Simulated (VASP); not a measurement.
Input of a VASP 6.6.1 run:

INCAR

```
  ALGO = Normal
  EDIFF = 1E-6
  ENCUT = 520
  GGA = PS
  ISIF = 2
  ISMEAR = 0
  LASPH = True
  LCHARG = False
  LREAL = False
  LWAVE = False
  NBANDS = 10
  NELM = 80
  PREC = Accurate
  SIGMA = 0.1
```

File KPOINTS:

```
k-points
0
Gamma
  18 18 18
```

Contents of POSCAR:

```
Os
1.0
    0.0000000000      1.9513486409      1.9513486409
    1.9513486409      0.0000000000      1.9513486409
    1.9513486409      1.9513486409      0.0000000000
Os
1
Direct
    0.0000000000      0.0000000000      0.0000000000
```

Potentials or basis: VASP PAW PBE potentials, release 64 (Os).

The run is started by

```sh
$ cat potpaw_PBE.64/Os/POTCAR > POTCAR
$ mpirun -np 1 vasp_std > vasp.out
```

Q: What does it give for the band gap on the k mesh?

A: Zero (band 4 reaches 10.51 eV, above the bottom of band 5 at 7.02 eV).

Q: What does it give for the pressure?

A: -23.4 GPa.

Caveat: the cell differs from its parent crystal (Hf replaced by Os, lengths x 0.894, strained); the PAW data sets were made with another functional, which shifts forces and pressure a little; spin-orbit coupling is left out, which moves the levels of the heavy elements.
